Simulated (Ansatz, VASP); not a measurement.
**MgO: VASP beside Ansatz**

```
Mg O
1.0
     2.94103    0.00000    0.00000
     0.00000    2.94103    0.00000
     0.00000    0.00000   20.15920
Mg O
3 3
Direct
  0.25000 0.25000 0.39774
  0.75000 0.75000 0.50000
  0.25000 0.25000 0.60226
  0.75000 0.75000 0.39580
  0.25000 0.25000 0.50000
  0.75000 0.75000 0.60420
```

Alike in both runs: task relaxation of the atoms; functional LDA; k mesh 10 × 10 × 1; occupations fermi-dirac, width 0.02 eV; no spin polarisation.

|  | VASP | Ansatz |
| --- | --- | --- |
| version | VASP 6.6.1 | Ansatz 0.2.0 |
| potentials or method | VASP PAW LDA potentials, release 64 (Mg, O), cutoff 520 eV | all-electron LAPW, scalar-relativistic |

|  | VASP | Ansatz | Ansatz less VASP |
| --- | --- | --- | --- |
| gap on the k mesh at the Fermi level, each at its own relaxed structure (eV) | 3.65 | 3.64 | -0.009 |

LDA's correlation is that of Perdew and Zunger in VASP and of Perdew and Wang (1992) in Ansatz. Ansatz ran all-electron here, and VASP with PAW potentials.
